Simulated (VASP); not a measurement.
Runs of VASP 6.6.1 on MnSi3. The structure is that of space group P4/mmm (No. 123), or close to it. The cells are those of the table. 

```tsv
potentials or basis	spin	cell	k mesh	cutoff (eV)	smearing	second run	gap on the mesh (eV)	pressure (GPa)	moment (μB)	largest force (eV/Å)
VASP PAW PBE potentials, release 64 (Mn_pv, Si)	off	a = 2.746, b = 2.746, c = 7.461 Å, 4 atoms	14 × 14 × 6	520	gaussian 0.1 eV	-	none	-0.1	-	0.01
VASP PAW PBE potentials, release 64 (Mn_sv, Si)	collinear, ferromagnetic start	a = 2.742, b = 2.742, c = 7.447 Å, 4 atoms	7 × 7 × 3	600	gaussian 0.2 eV	valence_matched	none	(c)	(a)	0.04
VASP PAW PBE potentials, release 64 (Mn_pv, Si)	off	a = 2.609, b = 2.609, c = 7.269 Å, 4 atoms	14 × 14 × 6	520	gaussian 0.1 eV	-	none	23.5	-	0.01
VASP PAW PBE potentials, release 64 (Mn_pv, Si)	collinear, ferromagnetic start	a = 2.742, b = 2.742, c = 7.447 Å, 4 atoms	7 × 7 × 3	520	gaussian 0.2 eV	-	none	(b)	0.27	0.05
```

Alike in all rows: task single point; level PBE.

**Question.** Estimate the missing entries.

**Answer.** (a) 0.28; (b) 0.1; (c) -0.6.

Caveats: the moment fell far below its start of 4 μB, so a state of higher moment may lie lower in energy (some runs).

A gap of «none» marks levels without a gap at the run's occupations.

The runs don't all hold the same shells in valence.
